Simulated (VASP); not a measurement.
Wanted: the native input for a VASP 6.6.1 run.

```
Task                   : single point
Functional             : PBE
Potentials or basis    : VASP PAW PBE potentials, release 64 (Ti_sv)
Cutoff                 : 520 eV
k mesh                 : 11 × 11 × 11
Occupations            : gaussian, width 0.05 eV
Spin                   : no spin polarisation
Dipole correction      : no
Further INCAR settings : ALGO = Fast; EDIFF = 1e-06; NBANDS = 12
```

The structure of Ti lies in POSCAR:

```
Ti
1.0
    0.0000000000      2.0300000000      2.0300000000
    2.0300000000      0.0000000000      2.0300000000
    2.0300000000      2.0300000000      0.0000000000
Ti
1
Direct
    0.0000000000      0.0000000000      0.0000000000
```

These files were run (other wordings do the same):

INCAR

```
SYSTEM = Ti
PREC = Accurate ; ENCUT = 520
EDIFF = 1E-6 ; ISMEAR = 0
SIGMA = 0.05 ; LREAL = .FALSE.
LASPH = .TRUE. ; NELM = 60
ALGO = Fast ; ISIF = 2
LWAVE = .FALSE. ; LCHARG = .FALSE.
GGA = PE ; NBANDS = 12
```

KPOINTS

```
regular mesh
0
G
  11 11 11
  0 0 0
```

Potentials or basis: VASP PAW PBE potentials, release 64 (Ti_sv).

The run is started by

```console
$ cat potpaw_PBE.64/Ti_sv/POTCAR > POTCAR
$ mpirun -np 1 vasp_std > vasp.out
```

It gave:

```json
{"Pressure": "3.5 GPa", "Band gap on the k mesh": "zero (band 6 reaches 9.54 eV, above the bottom of band 7 at 8.35 eV)"}
```

Wall time 18 s on 1 thread of AMD EPYC 9R45 96-Core Processor (Zen 5), with other jobs on the host, peak memory 0.11 GiB.
